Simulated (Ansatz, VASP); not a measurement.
**TePb in VASP and in Ansatz**

```
Pb Te
1.0
     0.00000    3.64149    3.64149
     3.64149    0.00000    3.64149
     3.64149    3.64149    0.00000
Pb Te
1 1
Cartesian
  0.0000 0.0000 0.0000
  1.8207 1.8207 1.8207
```

Alike in both runs: task single point; functional PBE; k mesh 6 × 6 × 6; occupations fermi-dirac, width 0.02 eV; no spin polarisation.

```csv
,VASP,Ansatz
version,VASP 6.6.1,Ansatz 0.2.0
potentials or method,"VASP PAW PBE potentials, release 64 (Pb_d, Te)","plane waves, PAW"
plane-wave cutoff (eV),520,420
valence electrons in the cell,20,30
```

|  | VASP | Ansatz | Ansatz less VASP |
| --- | --- | --- | --- |
| gap on the k mesh at the Fermi level (eV) | 0.74 | 0.74 | 0.000 |
| pressure (GPa) | 0.5 | 0.6 | +0.03 |

VASP's potentials hold 20 valence electrons a cell and Ansatz's 30, so a difference there can come from the potentials and not from the codes.

Spin-orbit coupling is off throughout.
